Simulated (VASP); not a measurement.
# Al16N15F (a cell with a defect) in VASP: notebook

Runs on Al16N15F (a cell with a defect). Level: r2SCANh. Tasks: single point.

All numbers are computed with VASP 6.6.1; they aren't measurements. Logs are shortened: lines on timing, memory, paths and dates and some standing lists are left out, and cuts for length are marked.

## 1. The cell of the first run

The cell holds a defect, 32 atoms: a = 6.260 Å, b = 6.260 Å, c = 10.035 Å, α = 90.00°, β = 90.00°, γ = 120.00°.

## 2. Single point, r2SCANh

File POSCAR:

```
Al16N15F
1.0
    6.2595139128      0.0000000578      0.0000000000
   -3.1297570064      5.4208980350      0.0000000000
    0.0000000000      0.0000000000     10.0348065929
Al N F
16 15 1
Direct
    0.3333333333      0.1666666667      0.2496176900
    0.1666666667      0.3333333333      0.4996176900
    0.3333333333      0.1666666667      0.7496176900
    0.1666666667      0.3333333333      0.9996176900
    0.3333333333      0.6666666667      0.2496176900
    0.1666666667      0.8333333333      0.4996176900
    0.3333333333      0.6666666667      0.7496176900
    0.1666666667      0.8333333333      0.9996176900
    0.8333333333      0.1666666667      0.2496176900
    0.6666666667      0.3333333333      0.4996176900
    0.8333333333      0.1666666667      0.7496176900
    0.6666666667      0.3333333333      0.9996176900
    0.8333333333      0.6666666667      0.2496176900
    0.6666666667      0.8333333333      0.4996176900
    0.8333333333      0.6666666667      0.7496176900
    0.6666666667      0.8333333333      0.9996176900
    0.3333333333      0.1666666667      0.4403823100
    0.1666666667      0.3333333333      0.1903823100
    0.3333333333      0.1666666667      0.9403823100
    0.1666666667      0.3333333333      0.6903823100
    0.3333333333      0.6666666667      0.4403823100
    0.1666666667      0.8333333333      0.1903823100
    0.3333333333      0.6666666667      0.9403823100
    0.1666666667      0.8333333333      0.6903823100
    0.8333333333      0.1666666667      0.4403823100
    0.6666666667      0.3333333333      0.1903823100
    0.8333333333      0.1666666667      0.9403823100
    0.6666666667      0.3333333333      0.6903823100
    0.6666666667      0.8333333333      0.1903823100
    0.8333333333      0.6666666667      0.9403823100
    0.6666666667      0.8333333333      0.6903823100
    0.8333333333      0.6666666667      0.4403823100
```

File INCAR.step1:

```
ALGO = Normal
EDIFF = 1E-5
ENCUT = 580
GGA = PE
GGA_COMPAT = False
ISIF = 2
ISMEAR = -1
ISYM = -1
LASPH = True
LCHARG = False
LREAL = Auto
LWAVE = True
NBANDS = 87
NELM = 120
PREC = Accurate
SIGMA = 0.01
```

File INCAR.step2:

```
AEXX = 0.1
ALGO = Normal
EDIFF = 1E-6
ENCUT = 580
GGA_COMPAT = False
ISIF = 2
ISMEAR = -1
ISTART = 1
ISYM = -1
LASPH = True
LCHARG = False
LHFCALC = True
LMIXTAU = True
LREAL = Auto
LWAVE = False
METAGGA = R2SCAN
NBANDS = 87
NELM = 120
PREC = Accurate
PRECFOCK = Fast
SIGMA = 0.01
```

File KPOINTS:

```
explicit points
1
Reciprocal
  0.25000000   0.25000000   0.25000000 1
```

Potentials or basis: VASP PAW PBE potentials, release 64 (Al, N, F).

The run is started by

```sh
> cat potpaw_PBE.64/Al/POTCAR potpaw_PBE.64/N/POTCAR potpaw_PBE.64/F/POTCAR > POTCAR
> cp INCAR.step1 INCAR
> mpirun -np 1 vasp_std > vasp.out
> cp INCAR.step2 INCAR
> mpirun -np 1 vasp_std > vasp.out
```

OUTCAR:

```text
AEXX = 0.1
   EDIFF = 1E-6
   ENCUT = 580
   ISIF = 2
   ISMEAR = -1
   ISTART = 1
   ISYM = -1
   LASPH = True
   LHFCALC = True
   LREAL = Auto
   METAGGA = R2SCAN
   NELM = 120
   PREC = Accurate
   PRECFOCK = Fast

 ion  position               nearest neighbor table
   1  0.333  0.167  0.250-  18 1.90  26 1.90  22 1.90  17 1.91   2 3.09   4 3.09  10 3.09  12 3.09
                             6 3.09   8 3.09   9 3.13   9 3.13   5 3.13   5 3.13  13 3.13  13 3.13
   2  0.167  0.333  0.500-  17 1.90  25 1.90  21 1.90  20 1.91   1 3.09   3 3.09   9 3.09  11 3.09
                             5 3.09   7 3.09  10 3.13  10 3.13   6 3.13   6 3.13  14 3.13  14 3.13
   3  0.333  0.167  0.750-  20 1.90  28 1.90  24 1.90  19 1.91   2 3.09   4 3.09  10 3.09  12 3.09
                             6 3.09   8 3.09  11 3.13  11 3.13   7 3.13   7 3.13  15 3.13  15 3.13
   4  0.167  0.333  1.000-  19 1.90  27 1.90  23 1.90  18 1.91   1 3.09   3 3.09   9 3.09  11 3.09
                             5 3.09   7 3.09  12 3.13  12 3.13   8 3.13   8 3.13  16 3.13  16 3.13
   5  0.333  0.667  0.250-  22 1.90  29 1.90  18 1.90  21 1.91   6 3.09   8 3.09  14 3.09  16 3.09
                             2 3.09   4 3.09  13 3.13  13 3.13   1 3.13   1 3.13   9 3.13   9 3.13
   6  0.167  0.833  0.500-  21 1.90  32 1.90  17 1.90  24 1.91   5 3.09   7 3.09  13 3.09  15 3.09
                             1 3.09   3 3.09  14 3.13  14 3.13   2 3.13   2 3.13  10 3.13  10 3.13
   7  0.333  0.667  0.750-  24 1.90  31 1.90  20 1.90  23 1.91   6 3.09   8 3.09  14 3.09  16 3.09
                             2 3.09   4 3.09  15 3.13  15 3.13   3 3.13   3 3.13  11 3.13  11 3.13
   8  0.167  0.833  1.000-  23 1.90  30 1.90  19 1.90  22 1.91   5 3.09   7 3.09  13 3.09  15 3.09
                             1 3.09   3 3.09  16 3.13  16 3.13   4 3.13   4 3.13  12 3.13  12 3.13
   9  0.833  0.167  0.250-  26 1.90  18 1.90  29 1.90  25 1.91  10 3.09  12 3.09   2 3.09   4 3.09
                            14 3.09  16 3.09   1 3.13   1 3.13  13 3.13  13 3.13   5 3.13   5 3.13
  10  0.667  0.333  0.500-  25 1.90  17 1.90  32 1.90  28 1.91   9 3.09  11 3.09   1 3.09   3 3.09
                            13 3.09  15 3.09   2 3.13   2 3.13  14 3.13  14 3.13   6 3.13   6 3.13
  11  0.833  0.167  0.750-  28 1.90  20 1.90  31 1.90  27 1.91  10 3.09  12 3.09   2 3.09   4 3.09
                            14 3.09  16 3.09   3 3.13   3 3.13  15 3.13  15 3.13   7 3.13   7 3.13
  12  0.667  0.333  1.000-  27 1.90  19 1.90  30 1.90  26 1.91   9 3.09  11 3.09   1 3.09   3 3.09
                            13 3.09  15 3.09   4 3.13   4 3.13  16 3.13  16 3.13   8 3.13   8 3.13
  13  0.833  0.667  0.250-  29 1.90  22 1.90  26 1.90  32 1.91  14 3.09  16 3.09   6 3.09   8 3.09
                            10 3.09  12 3.09   5 3.13   5 3.13   9 3.13   9 3.13   1 3.13   1 3.13
  14  0.667  0.833  0.500-  32 1.90  21 1.90  25 1.90  31 1.91  13 3.09  15 3.09   5 3.09   7 3.09
                             9 3.09  11 3.09   6 3.13   6 3.13  10 3.13  10 3.13   2 3.13   2 3.13
  15  0.833  0.667  0.750-  31 1.90  24 1.90  28 1.90  30 1.91  14 3.09  16 3.09   6 3.09   8 3.09
                            10 3.09  12 3.09   7 3.13   7 3.13  11 3.13  11 3.13   3 3.13   3 3.13
  16  0.667  0.833  1.000-  30 1.90  23 1.90  27 1.90  29 1.91  13 3.09  15 3.09   5 3.09   7 3.09
                             9 3.09  11 3.09   8 3.13   8 3.13  12 3.13  12 3.13   4 3.13   4 3.13
  17  0.333  0.167  0.440-   2 1.90  10 1.90   6 1.90   1 1.91
  18  0.167  0.333  0.190-   1 1.90   9 1.90   5 1.90   4 1.91
  19  0.333  0.167  0.940-   4 1.90  12 1.90   8 1.90   3 1.91
  20  0.167  0.333  0.690-   3 1.90  11 1.90   7 1.90   2 1.91
  21  0.333  0.667  0.440-   6 1.90  14 1.90   2 1.90   5 1.91
  22  0.167  0.833  0.190-   5 1.90  13 1.90   1 1.90   8 1.91
[... 8 lines left out ...]
  31  0.667  0.833  0.690-  15 1.90   7 1.90  11 1.90  14 1.91
  32  0.833  0.667  0.440-  14 1.90   6 1.90  10 1.90  13 1.91

IMPORTANT INFORMATION: All symmetrisations will be switched off!
[... 41 lines left out ...]
   IMIX   =      1    mixing-type and parameters
     AMIX     =   0.40;   BMIX     =  1.00
     AMIX_MAG =   1.60;   BMIX_MAG =  1.00
  volume/ion in A,a.u.               =      10.64        71.81
  Fermi-wavevector in a.u.,A,eV,Ry     =   1.187633  2.244301 19.190645  1.410473
  Thomas-Fermi vector in A             =   2.323780
   LORBIT       =      0    0 simple, 1 ext, 2 COOP (PROOUT), +10 PAW based schemes
   METAGGA = R2SCAN    functional components
   LHFCALC =     T    Hartree Fock is set to
   PRECFOCK=fast      Normal, Fast or Accurate (Low or Medium for compatibility)
   ENCUT4O =  -1.0   cutoff for four orbital integrals eV
   NKREDX  =     1    reduce k-point grid by
   NKREDY  =     1    reduce k-point grid by
   NKREDZ  =     1    reduce k-point grid by
   AEXX    =    0.1000 exact exchange contribution
   HFSCREEN=    0.0000 screening length (either q_TF or 0.3 A-1)
   HFSCREENC=   0.0000 screening length for correlation (either q_TF or 0.3 A-1)
   ENCUTFOCK=  -1.0 apply spherical cutoff to Coloumb kernel
   IVDW    =     0    specifies the selected vdW correction
   LEPSILON=     F    determine dielectric tensor
   LRPA    =     F    only Hartree local field effects (RPA)
 non-spin polarized calculation
  energy-cutoff  :      580.00
  volume of cell :      340.50
 maximum number of plane-waves:     10794
 NGX is ok and might be reduce to    50
  NGX = 28; NGY = 28; NGZ = 42

 number of electron     129.9999978 magnetization

 Free energy of the ion-electron system (eV)
  ---------------------------------------------------
  ext. energy  EPLUGINS =         0.00000000
  ---------------------------------------------------
  free energy    TOTEN  =      -314.10006677 eV

  energy without entropy =     -314.10006677  energy(sigma->0) =     -314.10006677

 E-fermi :  10.1226     XC(G=0): -10.3557

 val. band max:        9.8409331226   @ k =   0.2500   0.2500   0.2500
 cond. band min:      11.8180165178   @ k =   0.2500   0.2500   0.2500
 fundamental gap:      1.9770833952
 Fermi energy:        10.1225908527

 k-point     1 :       0.2500    0.2500    0.2500
  band No.  band energies     occupation
      1     -24.3274      2.00000
      2     -10.4037      2.00000
      3     -10.0206      2.00000
      4      -9.8342      2.00000
      5      -9.7159      2.00000
      6      -9.4808      2.00000
[... 69 lines left out ...]
     76      13.6013      0.00000
     77      13.7339      0.00000
 [bands above 77 left out]

------------------------ aborting loop because EDIFF is reached ----------------------------------------

  FORCE on cell =-STRESS in cart. coord.  units (eV):
  Direction    XX          YY          ZZ          XY          YZ          ZX
  --------------------------------------------------------------------------------------
  -------------------------------------------------------------------------------------
  Total       -2.0822667     -9.5727714      1.8338576     -6.5338182      0.1775386     -0.0258558
  in kB       -9.7977438    -45.0430111      8.6288979    -30.7437451      0.8353771     -0.1216599
  external PRESSURE =     -15.4039523 kB  Pullay stress =       0.0000000 kB

 VOLUME and BASIS-vectors are now :
 -----------------------------------------------------------------------------
  energy-cutoff  :      580.00
  volume of cell :      340.50
      direct lattice vectors                 reciprocal lattice vectors
     6.259513913  0.000000058  0.000000000     0.159756813  0.092235641  0.000000000
    -3.129757006  5.420898035  0.000000000    -0.000000002  0.184471279  0.000000000
     0.000000000  0.000000000 10.034806593     0.000000000  0.000000000  0.099653141

 POSITION                                       TOTAL-FORCE (eV/Angst)
 -----------------------------------------------------------------------------------
      1.56488      0.90348      2.50487        -0.226556      0.097166      0.096457
     -0.00000      1.80697      5.01357        -0.027402      0.056922      0.291825
      1.56488      0.90348      7.52227        -0.117825      0.069757      0.152576
     -0.00000      1.80697     10.03097         0.101136     -0.080682      0.076754
     -0.00000      3.61393      2.50487        -0.135501     -0.055961      0.196340
     -1.56488      4.51742      5.01357         2.147532      1.056338      1.100695
[... 24 lines left out ...]
      1.56488      4.51742      6.92785        -0.085076      0.021168      0.187029
      3.12976      3.61393      4.41915         0.050894     -0.019405     -0.420094
 -----------------------------------------------------------------------------------
    total drift:                               -0.000011      0.000013     -0.124742

  FREE ENERGIE OF THE ION-ELECTRON SYSTEM (eV)
  ---------------------------------------------------
  free  energy   TOTEN  =      -314.1000667694 eV

  energy  without entropy=     -314.1000667694  energy(sigma->0) =     -314.10006677
```

Wall time 16 min (1 thread of AMD EPYC 7R43 (Zen 3), shared host); peak memory 0.49 GiB.

What came out:

```
Free energy            : -314.1001 eV
Pressure               : -1.5 GPa
Largest force          : 2.700 eV/Å
Band gap on the k mesh : 1.98 eV
```

Forces in eV/Å, atoms in the order of the input:
```
Al  -0.227  0.097  0.096
Al  -0.027  0.057  0.292
Al  -0.118  0.070  0.153
Al   0.101 -0.081  0.077
Al  -0.136 -0.056  0.196
Al   2.148  1.056  1.101
Al  -0.087  0.100  0.143
Al   0.145 -0.060 -0.035
Al   0.003  0.107  0.177
Al   0.110 -2.373  1.141
Al  -0.124  0.027  0.152
Al   0.136 -0.112 -0.040
Al  -0.080  0.097 -2.698
Al  -2.112  1.174  1.166
Al  -0.145  0.057 -0.117
Al   0.069 -0.031 -0.011
N    0.393 -0.224 -0.061
N    0.186 -0.092 -0.097
N   -0.187  0.116 -0.071
N    0.184 -0.112 -0.100
N   -0.232  0.107 -0.245
N    0.175 -0.014 -0.160
N   -0.200  0.032 -0.072
N    0.333  0.104  0.040
N   -0.207  0.137 -0.251
N    0.078 -0.219 -0.177
N   -0.125  0.176 -0.042
N    0.099 -0.264  0.063
N    0.062  0.021 -0.320
N   -0.181  0.100 -0.068
N   -0.085  0.021  0.187
F    0.051 -0.019 -0.420
```

Stress tensor (GPa, compression positive):
```
-0.98 -3.07 -0.01
-3.07 -4.50  0.08
-0.01  0.08  0.86
```

Caveat: the PAW data sets were made with another functional, which shifts forces and pressure a little.

## 3. Single point, r2SCANh

POSCAR is that of step 2.

File INCAR.step1:

```
SYSTEM = Al16N15F
PREC = Accurate
ENCUT = 580
EDIFF = 1E-5
ISMEAR = -1
SIGMA = 0.01
LREAL = Auto
LASPH = .True.
NELM = 120
ALGO = Normal
ISIF = 2
LWAVE = .True.
LCHARG = .False.
GGA = PE
NELECT = 128.0
NBANDS = 87
GGA_COMPAT = .False.
ISYM = -1
```

File INCAR.step2:

```
SYSTEM = Al16N15F
PREC = Accurate
ENCUT = 580
EDIFF = 1E-6
ISMEAR = -1
SIGMA = 0.01
LREAL = Auto
LASPH = .True.
NELM = 120
ALGO = Normal
ISIF = 2
LWAVE = .False.
LCHARG = .False.
METAGGA = R2SCAN
LHFCALC = .True.
AEXX = 0.1
LMIXTAU = .True.
PRECFOCK = Fast
ISTART = 1
NELECT = 128.0
NBANDS = 87
GGA_COMPAT = .False.
ISYM = -1
```

KPOINTS is that of step 2.

Potentials or basis: VASP PAW PBE potentials, release 64 (Al, N, F).

The run is started by

```sh
> cat potpaw_PBE.64/Al/POTCAR potpaw_PBE.64/N/POTCAR potpaw_PBE.64/F/POTCAR > POTCAR
> cp INCAR.step1 INCAR
> mpirun -np 1 vasp_std > vasp.out
> cp INCAR.step2 INCAR
> mpirun -np 1 vasp_std > vasp.out
```

It took 14 min on 1 thread of AMD EPYC 7R43 (Zen 3), shared host; peak memory 0.56 GiB.

Results (log left out):

| Item | Value |
| --- | --- |
| Free energy | -333.4924 eV |
| Largest force | 5.741 eV/Å |

Forces in eV/Å, atoms in the order of the input:
```
Al  -0.466  0.269 -0.975
Al   0.066 -0.036  1.087
Al  -0.634  0.373  0.861
Al   0.142 -0.084 -0.264
Al  -0.120 -0.325 -0.940
Al   4.186  2.295  2.200
Al  -0.095 -0.506  0.825
Al   0.011 -0.120 -0.659
Al   0.228  0.264 -0.940
Al   0.114 -4.768  2.204
Al   0.384  0.345  0.828
Al   0.112  0.054 -0.668
Al  -0.141  0.089 -5.739
Al  -4.020  2.327  2.298
Al  -0.135  0.073  1.780
Al   0.247 -0.137 -0.647
N   -0.202  0.108 -0.237
N    0.182 -0.111  0.661
N   -0.027  0.014 -0.066
N    0.188 -0.104 -0.857
N   -0.185 -0.005 -0.280
N   -0.278 -0.341  1.887
N   -0.203  0.308 -0.047
N   -0.473 -0.442 -1.849
N   -0.091  0.158 -0.278
N    0.145  0.398  1.887
N   -0.365  0.017 -0.055
N    0.156  0.635 -1.857
N    0.670 -0.379  1.808
N   -0.179  0.103 -0.066
N    0.850 -0.508 -1.791
F   -0.065  0.036 -0.114
```

Levels at points of the mesh, in eV from the Fermi level:
```
           k point  band 62  band 63  band 64  band 65  band 66  band 67
(0.25, 0.25, 0.25)    -0.65    -0.43    -0.32     4.01     5.54     5.87
```

Caveat: the cell carries a net charge on a neutralising background, which shifts energy and pressure; the cell is charged against a uniform background, so pressure and absolute levels hang on convention; the PAW data sets were made with another functional, which shifts forces and pressure a little.

## 4. Single point, r2SCANh, collinear spin

POSCAR is that of step 3.

File INCAR.step1:

```
SYSTEM = Al16N15F
PREC     = Accurate       ! precision mode
ENCUT    = 580            ! plane-wave cutoff, eV
EDIFF    = 1E-5           ! SCF threshold, eV
ISMEAR   = -1             ! smearing method
SIGMA    = 0.01           ! smearing width, eV
LREAL    = Auto         
LASPH    = .True.         ! aspherical terms in the spheres
NELM     = 200            ! most SCF steps
ALGO     = Normal         ! electronic algorithm
ISIF     = 2              ! what is computed and relaxed
LWAVE    = .True.         ! write WAVECAR
LCHARG   = .False.        ! write CHGCAR
ISPIN    = 2              ! spin polarisation
MAGMOM   = 0 0 0 0 0 0.02 0 0 0 0.02 0 0 0.02 0.03 0 0 0.07 0 0 0 0.03 0.02 0 0.03 0.03 0.02 0 0.03 0.02 0 0.02 0.06 ! initial moments
LORBIT   = 11             ! projections on sites
NUPDOWN  = 1.0            ! fixed moment
NBANDS   = 91             ! bands
GGA      = PE             ! functional
NELECT   = 129.0        
GGA_COMPAT= .False.      
ISYM     = -1
```

File INCAR.step2:

```
SYSTEM = Al16N15F
PREC     = Accurate       ! precision mode
ENCUT    = 580            ! plane-wave cutoff, eV
EDIFF    = 1E-6           ! SCF threshold, eV
ISMEAR   = -1             ! smearing method
SIGMA    = 0.01           ! smearing width, eV
LREAL    = Auto         
LASPH    = .True.         ! aspherical terms in the spheres
NELM     = 200            ! most SCF steps
ALGO     = Normal         ! electronic algorithm
ISIF     = 2              ! what is computed and relaxed
LWAVE    = .False.        ! write WAVECAR
LCHARG   = .False.        ! write CHGCAR
ISPIN    = 2              ! spin polarisation
MAGMOM   = 0 0 0 0 0 0.02 0 0 0 0.02 0 0 0.02 0.03 0 0 0.07 0 0 0 0.03 0.02 0 0.03 0.03 0.02 0 0.03 0.02 0 0.02 0.06 ! initial moments
LORBIT   = 11             ! projections on sites
NUPDOWN  = 1.0            ! fixed moment
METAGGA  = R2SCAN         ! meta-GGA
LHFCALC  = .True.         ! exact exchange
AEXX     = 0.1            ! exact-exchange fraction
LMIXTAU  = .True.       
PRECFOCK = Fast         
NBANDS   = 91             ! bands
ISTART   = 1            
NELECT   = 129.0        
GGA_COMPAT= .False.      
ISYM     = -1
```

KPOINTS is that of step 3.

The run is started by

```sh
> cat potpaw_PBE.64/Al/POTCAR potpaw_PBE.64/N/POTCAR potpaw_PBE.64/F/POTCAR > POTCAR
> cp INCAR.step1 INCAR
> mpirun -np 1 vasp_std > vasp.out
> cp INCAR.step2 INCAR
> mpirun -np 1 vasp_std > vasp.out
```

Run time: 24 min. Hardware: 1 thread of AMD EPYC 7R43 (Zen 3), shared host; peak memory 0.72 GiB.

It converged, with:

```
Free energy                                           : -324.2231 eV
Largest force                                         : 4.169 eV/Å
Net moment                                            : 1.00 μB per cell
Site moments                                          : Al -0.00, +0.00, +0.04, +0.05, +0.07 (each value once); N +0.06, +0.00, +0.02, -0.00 (each value once); F +0.05 μB
Valence electrons inside the program's atomic spheres : Al 0.83, 0.82, 0.80 (each value once); N 3.87, 3.86 (each value once); F 6.23
```

Forces on the atoms (eV/Å):
```
Al  -0.332  0.180 -0.442
Al  -0.015  0.028  0.671
Al  -0.370  0.216  0.491
Al   0.126 -0.079 -0.090
Al  -0.124 -0.172 -0.354
Al   3.198  1.600  1.650
Al  -0.101 -0.207  0.461
Al   0.070 -0.092 -0.327
Al   0.101  0.176 -0.363
Al   0.192 -3.561  1.675
Al   0.127  0.194  0.465
Al   0.120 -0.019 -0.330
Al  -0.114  0.092 -4.166
Al  -3.115  1.777  1.699
Al  -0.129  0.062  0.895
Al   0.169 -0.094 -0.302
N    0.056 -0.037 -0.157
N    0.188 -0.107  0.274
N   -0.099  0.060 -0.062
N    0.192 -0.111 -0.477
N   -0.155  0.048 -0.269
N   -0.071 -0.190  0.868
N   -0.201  0.192 -0.061
N   -0.092 -0.160 -0.912
N   -0.118  0.102 -0.264
N    0.111  0.129  0.869
N   -0.267  0.083 -0.050
N    0.111  0.184 -0.895
N    0.399 -0.200  0.739
N   -0.180  0.102 -0.065
N    0.408 -0.255 -0.824
F   -0.084  0.057 -0.344
```

Caveat: the cell carries a net charge on a neutralising background, which shifts energy and pressure; the cell is charged against a uniform background, so pressure and absolute levels hang on convention; the PAW data sets were made with another functional, which shifts forces and pressure a little; the total moment is fixed, so each spin has its own Fermi level and the state may be an excited one.
